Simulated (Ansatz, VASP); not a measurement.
Two plane-wave programs on BaTiO3

Contents of POSCAR:

```
BaTiO3
1.0
    3.9889639800      3.9786796600      0.0000000000
    0.0205487600      3.9889341700      3.9786597900
    3.9889639800      0.0102545100      3.9786597900
Ba Ti O
2 2 6
Direct
    0.0000000000      0.0000000000      0.0000000000
    0.5000000000      0.5000000000      0.5000000000
    0.2430000000      0.2430000000      0.2430000000
    0.7430000000      0.7430000000      0.7430000000
    0.4991500000      0.0092500000      0.0092500000
    0.9991500000      0.5092500000      0.5092500000
    0.0092500000      0.4991500000      0.0092500000
    0.5092500000      0.9991500000      0.5092500000
    0.0092500000      0.0092500000      0.4991500000
    0.5092500000      0.5092500000      0.9991500000
```

Contents of INCAR.step1:

```
PREC = Accurate
ENCUT = 520
ISMEAR = -1
SIGMA = 0.1018
LREAL = F
LASPH = T
NELM = 80
NBANDS = 51
GGA = PE
ALGO = Normal
EDIFF = 1E-4
LWAVE = T
LCHARG = F
```

Contents of INCAR.step2:

```
PREC = Accurate
ENCUT = 520
EDIFF = 1E-6
ISMEAR = -1
SIGMA = 0.1018
LREAL = F
LASPH = T
NELM = 80
ALGO = Normal
ISIF = 2
LWAVE = F
LCHARG = T
METAGGA = R2SCAN
LMIXTAU = T
LELF = T
LVHAR = T
NBANDS = 51
ISTART = 1
```

Contents of KPOINTS:

```
regular mesh
0
Gamma
  6 6 6
```

Input for Ansatz:

```yaml
crystal:
  lattice:
    - [3.98896398, 3.97867966, 0.0]
    - [0.02054876, 3.98893417, 3.97865979]
    - [3.98896398, 0.01025451, 3.97865979]
  atoms:
    - { symbol: Ba, position: [0.0, 0.0, 0.0] }
    - { symbol: Ba, position: [0.5, 0.5, 0.5] }
    - { symbol: Ti, position: [0.243, 0.243, 0.243] }
    - { symbol: Ti, position: [0.743, 0.743, 0.743] }
    - { symbol: O, position: [0.49915, 0.00925, 0.00925] }
    - { symbol: O, position: [0.99915, 0.50925, 0.50925] }
    - { symbol: O, position: [0.00925, 0.49915, 0.00925] }
    - { symbol: O, position: [0.50925, 0.99915, 0.50925] }
    - { symbol: O, position: [0.00925, 0.00925, 0.49915] }
    - { symbol: O, position: [0.50925, 0.50925, 0.99915] }
  symmetry: { tolerance: 0.0003 }
kpoints:
  mp_grid: { grid: [6, 6, 6], shift: [0, 0, 0] }
magnetization:
  spin_polarized: false
scf:
  occupations: { method: fermi_dirac, width: 0.1018 }
  lower_state_search: "off"
  max_iter: 200
hamiltonian:
  pseudopotentials: { kind: paw }
  xc: r2scan
basis:
  ecutwfc: 500
  fft_grid_basis: typed
output:
  forces: true
  stress: true
  eigenvalues: true
  bader: true
  populations: true
  elf: true
  write_potential: true
  volumetric_format: npy
  dos:
    e_range: [-12, 8]
    de: 0.05
    projected: { site_lists: { Ba: [Ba], O: [O], Ti: [Ti] } }
checkpoint:
  read: saved_state
```

Alike in both runs: task single point; functional r2SCAN; k mesh 6 × 6 × 6; occupations fermi-dirac, width 0.1018 eV; no spin polarisation.

|  | VASP | Ansatz |
| --- | --- | --- |
| version | VASP 6.6.1 | Ansatz 0.2.0 |
| potentials or method | VASP PAW PBE potentials, release 64 (Ba_sv, Ti_sv, O), cutoff 520 eV | PAW plane waves |
| valence electrons in the cell | 80 | 80 |

|  | VASP | Ansatz | Ansatz less VASP |
| --- | --- | --- | --- |
| pressure (GPa) | 7.7 | 5.5 | -2.17 |
| traceless stress, the component that is largest in VASP (GPa) | -0.17 | -0.12 | +0.045 |
| rms of the force components (eV/Å) | 0.180 | 0.124 | -0.0559 |

VASP's potentials were made for PBE, not for r2SCAN. Atom by atom the forces differ by 0.062 eV/Å (rms over components). The functional is the same, so the differences come from potentials, cutoffs and numerics. Ansatz's warnings: structure snapped to symmetry.

Neither program's run includes spin-orbit coupling.
